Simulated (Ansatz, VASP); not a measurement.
HgTe: VASP beside Ansatz

```xyz
4
Lattice="5.9570 0.0000 0.0000 0.0000 3.9422 0.0000 0.0000 0.0000 6.0822" Properties=species:S:1:pos:R:3 pbc="T T T"
Hg    4.4678    0.0000    4.1785
Hg    1.4893    0.0000    1.9037
Te    4.4678    1.9711    1.1435
Te    1.4893    1.9711    4.9387
```

Alike in both runs: task single point; functional r2SCAN; k mesh 4 × 4 × 4; occupations gaussian, width 0.1 eV; no spin polarisation.

|  | VASP | Ansatz |
| --- | --- | --- |
| version | VASP 6.6.1 | Ansatz 0.2.0 |
| potentials or method | VASP PAW PBE potentials, release 64 (Hg, Te), cutoff 520 eV | scalar-relativistic, plane waves, PAW |
| valence electrons in the cell | 36 | 72 |

```csv
,VASP,Ansatz,Ansatz less VASP
gap on the k mesh at the Fermi level (eV),none,none,-
pressure (GPa),-6.0,-6.0,-0.01
"traceless stress, the component that is largest in VASP (GPa)",-2.31,-2.33,-0.014
rms of the force components (eV/Å),0.035,0.038,+0.0035
```

VASP's potentials were made for PBE, not for r2SCAN. Atom by atom the forces differ by 0.004 eV/Å (rms over components). A gap of «none» marks a metal or a gap that the smearing closes. VASP's potentials hold 36 valence electrons a cell and Ansatz's 72, so a difference there can come from the potentials and not from the codes.

The k mesh is coarse, so the values compare programs but aren't converged. Spin-orbit coupling is off throughout.
